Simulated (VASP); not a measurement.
Wanted: the native input for a VASP 6.6.1 run.

* Task: single point
* Functional: PBE
* Potentials or basis: VASP PAW PBE potentials, release 64 (Ti_sv, Si)
* Cutoff: 520 eV
* k mesh: 7 × 7 × 7
* Occupations: fermi-dirac, width 0.05 eV
* Spin: no spin polarisation
* Dipole correction: no
* Further INCAR settings: ALGO = Normal; EDIFF = 1e-06; NBANDS = 29

The structure of TiSi2 lies in POSCAR:

```
TiSi2
1.0
    0.0000000000      4.1235894549      4.2889882394
    2.4030242141      0.0000000000      4.2889882394
    2.4030242141      4.1235894549      0.0000000000
Ti Si
2 4
Direct
    0.7500000000      0.7500000000      0.7500000000
    0.5000000000      0.5000000000      0.5000000000
    0.4127811110      0.0872188890      0.4127811110
    0.0872188890      0.4127811110      0.0872188890
    0.1627811110      0.8372188890      0.1627811110
    0.8372188890      0.1627811110      0.8372188890
```

These files were run (other wordings do the same):

INCAR

```
SYSTEM = TiSi2
ALGO = Normal ; EDIFF = 1E-6
ENCUT = 520 ; GGA = PE
ISIF = 2 ; ISMEAR = -1
LASPH = .True. ; LCHARG = .False.
LREAL = .False. ; LWAVE = .False.
NBANDS = 29 ; NELM = 60
PREC = Accurate ; SIGMA = 0.05
```

KPOINTS

```
k-points
0
Gamma
  7 7 7
  0 0 0
```

Potentials or basis: VASP PAW PBE potentials, release 64 (Ti_sv, Si).

The run is started by

```console
$ cat potpaw_PBE.64/Ti_sv/POTCAR potpaw_PBE.64/Si/POTCAR > POTCAR
$ mpirun -np 1 vasp_std > vasp.out
```

It gave:

```
Pressure               : 0.0 GPa
Band gap on the k mesh : zero (band 20 reaches 10.74 eV, above the bottom of band 21 at 8.96 eV)
```

It took 4.2 min on 1 thread of AMD EPYC 7R43 64-Core Processor (Zen 3) (shared host), peak memory 0.27 GiB.
